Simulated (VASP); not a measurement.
A run of VASP 6.6.1 is set up as follows.

Contents of INCAR:

```
SYSTEM = Si2W
PREC = Accurate ; ENCUT = 520
EDIFF = 1E-6 ; ISMEAR = 0
SIGMA = 0.1 ; LREAL = .False.
LASPH = .True. ; NELM = 100
ALGO = Normal ; ISIF = 2
LWAVE = .False. ; LCHARG = .True.
GGA = CA ; LELF = .True.
LVHAR = .True. ; NBANDS = 43
```

KPOINTS

```
Automatic mesh
0
Gamma
  9 9 6
  0 0 0
```

POSCAR

```
Si2W
1.0
    4.5515367757      0.0000000000      0.0000000000
   -2.2757683879      3.9417464741      0.0000000000
    0.0000000000      0.0000000000      6.5670079960
Si W
6 3
Direct
    0.8361210232      0.6722420464      0.5000000000
    0.1638789768      0.8361210232      0.8333333333
    0.6722420464      0.8361210232      0.1666666667
    0.1638789768      0.3277579536      0.5000000000
    0.8361210232      0.1638789768      0.8333333333
    0.3277579536      0.1638789768      0.1666666667
    0.0000000000      0.5000000000      0.1666666667
    0.5000000000      0.5000000000      0.8333333333
    0.5000000000      0.0000000000      0.5000000000
```

Potentials or basis: VASP PAW LDA potentials, release 64 (Si, W_sv).

Run with:

```bash
$ cat potpaw_LDA.64/Si/POTCAR potpaw_LDA.64/W_sv/POTCAR > POTCAR
$ mpirun -np 1 vasp_std > vasp.out
```

(1) Estimate the pressure.

(2) Predict the band gap on the k mesh.

Answers

(1) 0.7 GPa.

(2) 0.12 eV (least direct gap 0.68 eV).

Caveat: spin-orbit coupling is left out, which moves the levels of the heavy elements.
